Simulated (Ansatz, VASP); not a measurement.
# GaAs: VASP beside Ansatz

```
Ga As
1.0
     0.00000    2.82685    2.82685
     2.82685    0.00000    2.82685
     2.82685    2.82685    0.00000
Ga As
1 1
Cartesian
  0.0000 0.0000 0.0000
  1.4134 1.4134 1.4134
```

Alike in both runs: task relaxation of cell and atoms; functional PBEsol; k mesh 8 × 8 × 8; no spin polarisation.

|  | VASP | Ansatz |
| --- | --- | --- |
| version | VASP 6.6.1 | Ansatz 0.2.0 |
| potentials or method | VASP PAW PBE potentials, release 64 (Ga_d, As) | plane waves, PAW |
| plane-wave cutoff (eV) | 600 | 420 |
| occupations | methfessel-paxton of order 1, width 0.0654 eV | cold |
| valence electrons in the cell | 18 | 28 |

Ansatz gave:

```
relaxed volume (Å³/atom)                                     : 22.64
relaxed cell length with the largest relative difference (Å) : 4.001
```

Task: What did VASP give for the same quantities?

Result: Relaxed volume (Å³/atom): 22.69; relaxed cell length with the largest relative difference (Å): 4.004.

VASP's potentials were made for PBE, not for PBEsol. VASP's potentials hold 18 valence electrons a cell and Ansatz's 28, so a difference there can come from the potentials and not from the codes.
